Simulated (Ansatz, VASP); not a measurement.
**Ba: VASP beside Ansatz**

File INCAR:

```
SYSTEM = Ba
PREC     = Accurate       ! precision mode
ENCUT    = 600            ! plane-wave cutoff, eV
EDIFF    = 1E-6           ! SCF threshold, eV
ISMEAR   = 0              ! smearing method
SIGMA    = 0.1            ! smearing width, eV
LREAL    = .False.        ! projectors in reciprocal space
LASPH    = .True.         ! aspherical terms in the spheres
NELM     = 80             ! most SCF steps
ALGO     = Fast           ! electronic algorithm
ISIF     = 3              ! what is computed and relaxed
LWAVE    = .False.        ! write WAVECAR
LCHARG   = .False.        ! write CHGCAR
GGA      = PS             ! functional
IBRION   = 2              ! ionic algorithm
NSW      = 100            ! ionic steps
EDIFFG   = -0.005         ! ionic threshold
```

Contents of KPOINTS:

```
regular mesh
0
Gamma
  6 6 12
  0 0 0
```

POSCAR

```
Ba
1.0
    6.9960670735      0.0000000000      0.0000000000
   -3.4980335368      6.0587718122      0.0000000000
    0.0000000000      0.0000000000      3.9093935500
Ba
2
Direct
    0.3333333300      0.6666666700      0.5000000000
    0.6666666700      0.3333333300      0.5000000000
```

Input for Ansatz:

```yaml
crystal:
  lattice:
    - [6.9960670735, 0.0, 0.0]
    - [-3.4980335368, 6.0587718122, 0.0]
    - [0.0, 0.0, 3.90939355]
  atoms:
    - { symbol: Ba, position: [0.33333333, 0.66666667, 0.5] }
    - { symbol: Ba, position: [0.66666667, 0.33333333, 0.5] }
basis:
  ecutwfc: 420
kpoints:
  mp_grid: { grid: [6, 6, 12] }
hamiltonian:
  xc: pbesol
scf:
  occupations: { method: gaussian, width: 0.1 }
output:
  forces: true
  stress: true
  eigenvalues: true
relax:
  adjacent_minimum: "off"
  f_tol: 0.005
  max_steps: 80
  cell: { stress_tol: 0.05 }
```

Alike in both runs: task relaxation of cell and atoms; functional PBEsol; k mesh 6 × 6 × 12; occupations gaussian, width 0.1 eV; no spin polarisation.

|  | VASP | Ansatz |
| --- | --- | --- |
| version | VASP 6.6.1 | Ansatz 0.2.0 |
| potentials or method | VASP PAW PBE potentials, release 64 (Ba_sv), cutoff 600 eV | scalar-relativistic, plane waves, PAW |
| valence electrons in the cell | 20 | 20 |

```csv
,VASP,Ansatz,Ansatz less VASP
"gap on the k mesh at the Fermi level, each at its own relaxed structure (eV)",none,none,-
relaxed volume (Å³/atom),76.89,72.17,-4.713
relaxed length of the cell vector where the two differ most in proportion (Å),6.840,6.685,-0.1554
```

VASP's potentials were made for PBE, not for PBEsol. A gap of «none» marks a metal or a gap that the smearing closes. One of these differences is far larger than is usual between the two programs; its cause wasn't traced.

Neither program's run includes spin-orbit coupling.
